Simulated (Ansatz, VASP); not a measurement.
# Two plane-wave programs on Al3GaIr

```xyz
10
Lattice="4.5182 -0.2517 0.1926 -2.4719 3.7907 -0.1926 0.4653 -0.2697 10.2781" Properties=species:S:1:pos:R:3 pbc="T T T"
Al    0.1003   -0.0582    4.7252
Al    0.3344   -0.1944    9.8653
Al    0.2214    2.2344    1.8554
Al    0.4548    2.0974    6.9921
Al    2.2814    1.0415    3.4890
Al    2.5130    0.9062    8.6280
Ga    2.3967    0.9765    0.9933
Ga    2.6293    0.8407    6.1333
Ir   -0.2111    2.4826    4.3551
Ir    0.0239    2.3460    9.4931
```

Change from the starting cell: cell x2, atoms moved at random (sigma 0.1 Å) and cell strained at random (1.5 %), then relaxed without symmetry.

Alike in both runs: functional PBE; k mesh 6 × 6 × 2; occupations gaussian, width 0.2 eV; no spin polarisation.

Ansatz relaxed the structure, and its values are those at the end. VASP's run is a single point on that final structure, the one shown.

```csv
,VASP,Ansatz
version,VASP 6.6.1,Ansatz 0.2.0
potentials or method,"VASP PAW PBE potentials, release 64 (Al, Ga_d, Ir), cutoff 520 eV","scalar-relativistic, plane waves, PAW"
valence electrons in the cell,62,78
```

|  | VASP | Ansatz | Ansatz less VASP |
| --- | --- | --- | --- |
| gap on the k mesh at the Fermi level (eV) | none | none | - |
| pressure (GPa) | 0.0 | 0.0 | -0.01 |
| rms of the force components (eV/Å) | 0.010 | 0.007 | -0.0030 |

A gap of «none» marks a metal or a gap that the smearing closes. VASP's potentials hold 62 valence electrons a cell and Ansatz's 78, so a difference there can come from the potentials and not from the codes.

Neither program's run includes spin-orbit coupling.
